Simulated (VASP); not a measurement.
Write the native input for VASP 6.6.1 that does the following.

```yaml
Task: single point
Functional: PBEsol
Potentials_or_basis: VASP PAW PBE potentials, release 64 (Tl_d)
Cutoff: 520 eV
k_mesh: 9 × 9 × 3
Occupations: fermi-dirac, width 0.05 eV
Spin: no spin polarisation
Dipole_correction: no
Further_INCAR_settings: ALGO = Fast; EDIFF = 1e-06; NBANDS = 34
```

The structure of Tl lies in POSCAR:

```
Tl
1.0
    3.5086375776      0.0000000000      0.0000000000
   -1.7543187888      3.0385692748      0.0000000000
    0.0000000000      0.0000000000     11.2656046300
Tl
4
Direct
    0.6704350000      0.3359360000      0.7537430000
    0.0024690000      0.0117550000      0.4982410000
    0.3305850000      0.6614330000      0.2477010000
    0.0082890000      0.0021340000      0.0006780000
```

This cell differs from its parent crystal: atoms moved at random.

The input as run:

INCAR

```
PREC     = Accurate       # precision mode
ENCUT    = 520            # plane-wave cutoff, eV
EDIFF    = 1E-6           # SCF threshold, eV
ISMEAR   = -1             # smearing method
SIGMA    = 0.05           # smearing width, eV
LREAL    = False          # projectors in reciprocal space
LASPH    = True           # aspherical terms in the spheres
NELM     = 80             # most SCF steps
ALGO     = Fast           # electronic algorithm
ISIF     = 2              # what is computed and relaxed
LWAVE    = False          # write WAVECAR
LCHARG   = False          # write CHGCAR
GGA      = PS             # functional
NBANDS   = 34             # bands
```

KPOINTS

```
Automatic mesh
0
Gamma
  9 9 3
```

Potentials or basis: VASP PAW PBE potentials, release 64 (Tl_d).

Run with:

```console
$ cat potpaw_PBE.64/Tl_d/POTCAR > POTCAR
$ mpirun -np 1 vasp_std > vasp.out
```

Results of the run:

```json
{"Pressure": "-1.8 GPa", "Largest force": "0.088 eV/Å", "Band gap on the k mesh": "zero (bands 26 and 27 overlap by 4.13 eV)"}
```

Caveat: the cell differs from its parent crystal (atoms moved at random); the PAW data sets were made with another functional, which shifts forces and pressure a little; spin-orbit coupling is left out, which moves the levels of the heavy elements.

Run time: 5 min on 1 thread of Intel(R) Xeon(R) Platinum 8488C (Sapphire Rapids), on a shared host, peak memory 0.48 GiB.
